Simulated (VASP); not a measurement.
Input of a VASP 6.6.1 run:

File INCAR:

```
SYSTEM = AlGa3P4
ALGO = Normal ; EDIFF = 1E-6
ENCUT = 500 ; GGA = PS
GGA_COMPAT = .FALSE. ; ISIF = 2
ISMEAR = 0 ; LASPH = .TRUE.
LCHARG = .FALSE. ; LREAL = .FALSE.
LWAVE = .FALSE. ; NBANDS = 76
NELM = 120 ; PREC = Accurate
SIGMA = 0.02
```

KPOINTS

```
k-points
0
G
  4 4 4
  0 0 0
```

Contents of POSCAR:

```
AlGa3P4
1.0
   -2.7116583889     -5.4244825291     -2.7471204558
   -5.4233980724      2.7121887162      2.7473092723
    0.0000308607      5.4248678263     -5.4950527950
Ga Al P
6 2 8
Direct
    0.4998893490      0.2500703969      0.8743604972
    0.4999724357      0.2492058077      0.3756522497
    0.0003061750     -0.0001391837      0.5007108786
    0.0001693310      0.0008120459     -0.0004574900
    0.5004169568      0.7503352103      0.6254467636
   -0.0003482907      0.5000057874      0.7495902440
    0.4996572098      0.7499373636      0.1246904833
   -0.0002000585      0.4997133154      0.2499060107
    0.6248924099      0.4377929752      0.6560555180
    0.1252907005      0.1880902041      0.7811063261
    0.6242706246      0.4364982525      0.1562985690
    0.1253511708      0.1867438758      0.2816902287
    0.6254238950      0.9381474163      0.9059939691
    0.6254658912      0.9372801117      0.4068389588
    0.1254118843      0.6875999690      0.5317325125
    0.1240303157      0.6879064520      0.0303842806
```

Potentials or basis: VASP PAW PBE potentials, release 64 (Ga_d, Al, P).

Command:

```bash
$ cat potpaw_PBE.64/Ga_d/POTCAR potpaw_PBE.64/Al/POTCAR potpaw_PBE.64/P/POTCAR > POTCAR
$ mpirun -np 1 vasp_std > vasp.out
```

Q: What does it give for the band gap on the k mesh?

A: 1.43 eV (least direct gap 1.80 eV).

Q: What does it give for the pressure?

A: 0.0 GPa.

Q: Predict the largest force.

A: 0.013 eV/Å.

Forces in eV/Å, atoms in the order of the input:
```
Ga   0.001  0.000  0.000
Ga   0.001 -0.001  0.000
Ga   0.001  0.000  0.000
Ga   0.000  0.000  0.000
Ga  -0.001  0.001  0.000
Ga   0.000  0.000  0.000
Al   0.001  0.001  0.000
Al   0.000  0.000  0.000
P   -0.002  0.000  0.000
P   -0.002  0.001 -0.001
P    0.012  0.000  0.000
P    0.006 -0.007 -0.007
P   -0.007 -0.006  0.007
P   -0.006  0.006 -0.007
P   -0.007  0.006 -0.006
P    0.001 -0.001  0.013
```

Caveat: the PAW data sets were made with another functional, which shifts forces and pressure a little. A k mesh can miss the band edges.
